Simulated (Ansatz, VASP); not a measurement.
BN: VASP beside Ansatz

```xyz
4
Lattice="2.5539 0.0000 0.0000 -1.2770 2.2118 0.0000 0.0000 0.0000 4.2269" Properties=species:S:1:pos:R:3 pbc="T T T"
B     1.2770    0.5123    4.0007
B     0.0000    1.4745    2.1123
N     1.2770    0.7373    2.6430
N     0.0000    1.4745    0.5295
```

Alike in both runs: task single point; functional PBE; k mesh 12 × 12 × 6; occupations gaussian, width 0.05 eV; no spin polarisation.

|  | VASP | Ansatz |
| --- | --- | --- |
| version | VASP 6.6.1 | Ansatz 0.2.0 |
| potentials or method | VASP PAW PBE potentials, release 64 (B, N), cutoff 520 eV | scalar-relativistic, plane waves, PAW |
| valence electrons in the cell | 16 | 16 |

```tsv
	VASP	Ansatz	Ansatz less VASP
gap on the k mesh at the Fermi level (eV)	1.93	1.95	+0.014
least direct gap on the mesh (eV)	5.52	5.52	+0.006
pressure (GPa)	14.3	14.2	-0.14
traceless stress, the component that is largest in VASP (GPa)	-6.10	-5.96	+0.135
rms of the force components (eV/Å)	3.400	3.394	-0.0066
```

Atom by atom the forces differ by 0.009 eV/Å (rms over components).
